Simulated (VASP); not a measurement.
# TiC (Fm-3m) in VASP: further runs, part 2 of 2

VASP 6.6.1. The steps go on from the part before.

### Step 6. Relaxation of cell and atoms, PBEsol, target pressure 5 GPa, at which the enthalpy is minimised

This run uses another cell than the first one, of 10.16 Å³/atom, 1.063 times its volume.

INCAR reads:

```
ALGO = Normal
EDIFF = 1E-6
EDIFFG = -0.01
ENCUT = 600
GGA = PS
IBRION = 2
ISIF = 3
ISMEAR = -1
LASPH = True
LCHARG = False
LREAL = False
LWAVE = False
NELM = 80
NSW = 80
PREC = Accurate
PSTRESS = 50.0
SIGMA = 0.05
```

KPOINTS reads:

```
k-points
0
Gamma
  11 11 11
```

POSCAR reads:

```
TiC
1.0
    0.0000000000      2.1657188437      2.1657188437
    2.1657188437      0.0000000000      2.1657188437
    2.1657188437      2.1657188437      0.0000000000
Ti C
1 1
Direct
    0.0000000000      0.0000000000      0.0000000000
    0.5000000000      0.5000000000      0.5000000000
```

Potentials or basis: VASP PAW PBE potentials, release 64 (Ti_sv, C).

Run with:

```
$ cat potpaw_PBE.64/Ti_sv/POTCAR potpaw_PBE.64/C/POTCAR > POTCAR
$ mpirun -np 1 vasp_std > vasp.out
```

OUTCAR:

```text
EDIFF = 1E-6
   EDIFFG = -0.01
   ENCUT = 600
   GGA = PS
   IBRION = 2
   ISIF = 3
   ISMEAR = -1
   LASPH = True
   LREAL = False
   NELM = 80
   NSW = 80
   PREC = Accurate
   PSTRESS = 50.0

 ion  position               nearest neighbor table
   1  0.000  0.000  0.000-   2 2.17   2 2.17   2 2.17   2 2.17   2 2.17   2 2.17
   2  0.500  0.500  0.500-   1 2.17   1 2.17   1 2.17   1 2.17   1 2.17   1 2.17

  LATTYP: Found a face centered cubic cell.
 ALAT       =     4.3314376874

  Lattice vectors:

 A1 = (   0.0000000000,   2.1657188437,   2.1657188437)
 A2 = (   2.1657188437,   0.0000000000,   2.1657188437)
 A3 = (   2.1657188437,   2.1657188437,   0.0000000000)

Analysis of symmetry for initial positions (statically):
=====================================================================
 Subroutine PRICEL returns:
 Original cell was already a primitive cell.

 Routine SETGRP: Setting up the symmetry group for a
 face centered cubic supercell.

 Subroutine GETGRP returns: Found 48 space group operations
[... 9 lines left out ...]

 Routine SETGRP: Setting up the symmetry group for a
 face centered cubic supercell.

 Subroutine GETGRP returns: Found 48 space group operations
[... 11 lines left out ...]
                                     Primitive cell

  volume of cell :      20.3159

[... 143 lines left out ...]
  -------------------------------------------------------------------------------------
  Total       -0.8271166     -0.8271166     -0.8271166      0.0000000      0.0000000      0.0000000
  in kB      -65.2290564    -65.2290564    -65.2290564      0.0000000      0.0000000      0.0000000
  external PRESSURE =    -115.2290564 kB  Pullay stress =      50.0000000 kB
[... 25 lines left out ...]
--------------------------------------- Ionic step        2  -------------------------------------------

 number of electron      15.9999996 magnetization

 E-fermi :  10.6922     XC(G=0): -13.4275

 val. band max:       10.6544279555   @ k =   0.4545   0.4545   0.0000
 cond. band min:      10.7526224225   @ k =   0.0909   0.0000   0.0000
 fundamental gap:      0.0981944670
 Fermi energy:        10.6922185548

 k-point     1 :       0.0000    0.0000    0.0000
  band No.  band energies     occupation
      1     -45.4092      2.00000
      2     -21.4639      2.00000
      3     -21.4639      2.00000
      4     -21.4639      2.00000
      5      -2.2435      2.00000
      6      11.3039      0.00001
      7      11.3039      0.00001
      8      11.3039      0.00001
      9      12.4623      0.00000
     10      12.4623      0.00000
     11      12.4623      0.00000
     12      12.5716      0.00000
[... 382 lines left out ...]
--------------------------------------- Ionic step        3  -------------------------------------------

 number of electron      16.0000004 magnetization

 Free energy of the ion-electron system (eV)
  ---------------------------------------------------
  ext. energy  EPLUGINS =         0.00000000
  ---------------------------------------------------
  free energy    TOTEN  =       -19.79919648 eV

  energy without entropy =      -19.79667488  energy(sigma->0) =      -19.79793568

 E-fermi :   9.8803     XC(G=0): -13.0861

 val. band max:        9.7917722845   @ k =   0.4545   0.4545   0.0000
 cond. band min:       9.9614075154   @ k =   0.3636   0.2727   0.0000
 fundamental gap:      0.1696352309
 Fermi energy:         9.8803408939

 k-point     1 :       0.0000    0.0000    0.0000
  band No.  band energies     occupation
      1     -46.3905      2.00000
      2     -22.4913      2.00000
      3     -22.4913      2.00000
      4     -22.4913      2.00000
      5      -2.7524      2.00000
      6      10.4932      0.00001
      7      10.4932      0.00001
      8      10.4932      0.00001
      9      11.5781      0.00000
     10      11.5781      0.00000
     11      11.5781      0.00000
     12      11.6345      0.00000
[... 378 lines left out ...]
  energy  without entropy=      -19.7966748785  energy(sigma->0) =      -19.79793568

  enthalpy is  TOTEN    =       -19.1920669641 eV   P V=        0.6071295168

 reached required accuracy - stopping structural energy minimisation
```

OSZICAR:

```text
N       E                     dE             d eps       ncg     rms          rms(c)
DAV:   1     0.126606475931E+03    0.12661E+03   -0.92426E+03  1344   0.177E+03
DAV:   2    -0.143309073380E+02   -0.14094E+03   -0.13446E+03  1396   0.402E+02
DAV:   3    -0.246866732890E+02   -0.10356E+02   -0.99720E+01  1800   0.102E+02
[... 31 lines left out ...]
DAV:   4    -0.197790193592E+02   -0.83680E-02   -0.15696E-01  1456   0.382E+00    0.542E-01
DAV:   5    -0.197944972991E+02   -0.15478E-01   -0.20166E-02  1848   0.108E+00    0.282E-01
DAV:   6    -0.197987744138E+02   -0.42771E-02   -0.86132E-03  1848   0.597E-01    0.147E-01
DAV:   7    -0.197992241753E+02   -0.44976E-03   -0.14658E-03  1712   0.296E-01    0.484E-02
DAV:   8    -0.197991960061E+02    0.28169E-04   -0.18583E-04  1584   0.101E-01    0.108E-02
DAV:   9    -0.197991964809E+02   -0.47479E-06   -0.40821E-06  1424   0.212E-02
   3 F= -.19192067E+02 E0= -.19190806E+02  d E =-.326620E-01
```

CONTCAR:

```text
TiC
   1.00000000000000
     0.0000000000000000    2.1346694918124158    2.1346694918124158
     2.1346694918124158    0.0000000000000000    2.1346694918124158
     2.1346694918124158    2.1346694918124158    0.0000000000000000
  Ti              C
     1     1
Direct
     0.0000000000000000    0.0000000000000000    0.0000000000000000
     0.5000000000000000    0.5000000000000000    0.5000000000000000

  0.00000000E+00  0.00000000E+00  0.00000000E+00
  0.00000000E+00  0.00000000E+00  0.00000000E+00
```

Wall time 21 s (1 thread of Intel Xeon Platinum 8559C (Emerald Rapids), shared host); peak memory 0.15 GiB.

Results:

```yaml
Free_energy: -19.7992 eV
Relaxed_volume: 9.73 Å³/atom
Relaxed_cell: a = 3.019 Å, b = 3.019 Å, c = 3.019 Å, α = 60.00°, β = 60.00°, γ = 60.00°
Space_group_after_relaxing_to_0.05_Å: Fm-3m (No. 225)
Energy_change_on_relaxing_the_enthalpy_is_what_falls: -2.9 meV/atom
Ionic_steps: 3
Pressure_after_relaxing: 5.0 GPa
Band_gap_on_the_k_mesh: zero (band 8 reaches 10.49 eV, above the bottom of band 9 at 9.40 eV)
```

Step by step:
```tsv
step	energy change (eV)	largest force (eV/Å)	pressure (GPa)	volume (Å³)
1	0.0000	0.0000	-6.52	20.32
2	0.1049	0.0000	25.53	18.24
3	-0.0058	0.0000	4.99	19.45
```

Final structure:
```
Ti C
1.0
     0.00000    2.13467    2.13467
     2.13467    0.00000    2.13467
     2.13467    2.13467    0.00000
Ti C
1 1
Direct
  0.00000 0.00000 0.00000
  0.50000 0.50000 0.50000
```

Levels at points of the mesh, in eV from the Fermi level:
```tsv
k point	band 6	band 7	band 8	band 9	band 10	band 11
(0.00, 0.00, 0.00)	0.61	0.61	0.61	1.70	1.70	1.70
```

Caveat: the cell is relaxed towards a set pressure, so the enthalpy falls and the energy may rise; the PAW data sets were made with another functional, which shifts forces and pressure a little.

### Step 7. The runs side by side

| task | cell | cutoff (eV) | gap on the mesh (eV) | pressure (GPa) |
| --- | --- | --- | --- | --- |
| single point | a = 3.001 Å, angles 60.0°, 2 atoms | 520 | none | 10.1 |
| single point | a = 2.970 Å, angles 60.0°, 2 atoms | 520 | none | 20.2 |
| single point | a = 3.036 Å, angles 60.0°, 2 atoms | 520 | none | 0.3 |
| single point | a = 3.018 Å, angles 60.0°, 2 atoms | 520 | none | 5.2 |
| relaxation of cell and atoms | relaxed to 5 GPa from a = 3.063 Å, angles 60.0°, 2 atoms | 600 | none | 5.0 |

Alike in all rows: level PBEsol; potentials or basis VASP PAW PBE potentials, release 64 (Ti_sv, C); no spin polarisation; k mesh 11 × 11 × 11; smearing fermi-dirac 0.05 eV.

Caveats: the PAW data sets were made with another functional, which shifts forces and pressure a little; the cell is relaxed towards a set pressure, so the enthalpy falls and the energy may rise (some runs).

Absolute energies hang on the potentials; compare differences alone.
